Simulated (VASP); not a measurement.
Wanted: the native input for a VASP 6.6.1 run.

- Task: single point
- Functional: r2SCAN
- Potentials or basis: VASP PAW PBE potentials, release 64 (C)
- Cutoff: 520 eV
- k mesh: 12 × 12 × 3
- Occupations: fermi-dirac, width 0.05 eV
- Spin: no spin polarisation
- Dipole correction: no
- Further INCAR settings: ALGO = Normal; EDIFF = 1e-06; NBANDS = 11

System: C, a slab with vacuum.

```
CELL_PARAMETERS angstrom
2.48849 0.00000 0.00000
-1.24425 2.15510 0.00000
0.00000 0.00000 8.63597
ATOMIC_POSITIONS crystal
C 0.66667 0.33333 0.00000
C 0.33333 0.66667 0.00000
```

One way to write it, as run:

POSCAR

```
C
1.0
    2.4884918972      0.0000000000      0.0000000000
   -1.2442459486      2.1550972001      0.0000000000
    0.0000000000      0.0000000000      8.6359715305
C
2
Direct
    0.6666666667      0.3333333333      0.0000000000
    0.3333333333      0.6666666667      0.0000000000
```

INCAR.step1

```
  PREC = Accurate
  ENCUT = 520
  ISMEAR = -1
  SIGMA = 0.05
  LREAL = F
  LASPH = T
  NELM = 100
  NBANDS = 11
  GGA = PE
  ALGO = Normal
  EDIFF = 1E-4
  LWAVE = T
  LCHARG = F
```

INCAR.step2

```
  PREC = Accurate
  ENCUT = 520
  EDIFF = 1E-6
  ISMEAR = -1
  SIGMA = 0.05
  LREAL = F
  LASPH = T
  NELM = 100
  ALGO = Normal
  ISIF = 2
  LWAVE = F
  LCHARG = F
  METAGGA = R2SCAN
  LMIXTAU = T
  NBANDS = 11
  ISTART = 1
```

KPOINTS

```
Automatic mesh
0
Gamma
  12 12 3
```

Potentials or basis: VASP PAW PBE potentials, release 64 (C).

Run with:

```sh
$ cat potpaw_PBE.64/C/POTCAR > POTCAR
$ cp INCAR.step1 INCAR
$ mpirun -np 1 vasp_std > vasp.out
$ cp INCAR.step2 INCAR
$ mpirun -np 1 vasp_std > vasp.out
```

Results of the run:

| Quantity | Value |
| --- | --- |
| Band gap on the k mesh | zero (filled and empty bands touch) |

It took 56 s on 1 thread of Intel(R) Xeon(R) Platinum 8488C (Sapphire Rapids), on a shared host, peak memory 0.16 GiB.
